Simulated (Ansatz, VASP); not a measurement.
# One calculation of InSe, two programs

```xyz
4
Lattice="2.0000 1.1547 8.0672 -2.0000 1.1547 8.0672 0.0000 -2.3094 8.0672" Properties=species:S:1:pos:R:3 pbc="T T T"
In    0.0000    0.0000    0.0000
In    0.0000    0.0000    2.7154
Se    0.0000    0.0000   14.8960
Se    0.0000    0.0000   20.0873
```

Change from the starting cell: zz strain of -3 %.

Alike in both runs: task single point; functional PBEsol; k mesh 7 × 7 × 7; occupations fermi-dirac, width 0.01 eV; no spin polarisation.

```csv
,VASP,Ansatz
version,VASP 6.6.1,Ansatz 0.2.0
potentials or method,"VASP PAW PBE potentials, release 64 (In_d, Se), cutoff 520 eV","all-electron LAPW, scalar-relativistic"
```

|  | VASP | Ansatz | Ansatz less VASP |
| --- | --- | --- | --- |
| gap on the k mesh at the Fermi level (eV) | 0.64 | 0.65 | +0.011 |
| pressure (GPa) | 2.0 | 1.9 | -0.06 |
| traceless stress, the component that is largest in VASP (GPa) | 0.96 | 0.97 | +0.015 |
| rms of the force components (eV/Å) | 0.108 | 0.101 | -0.0069 |

VASP's potentials were made for PBE, not for PBEsol. Atom by atom the forces differ by 0.012 eV/Å (rms over components). Ansatz ran all-electron here, and VASP with PAW potentials.
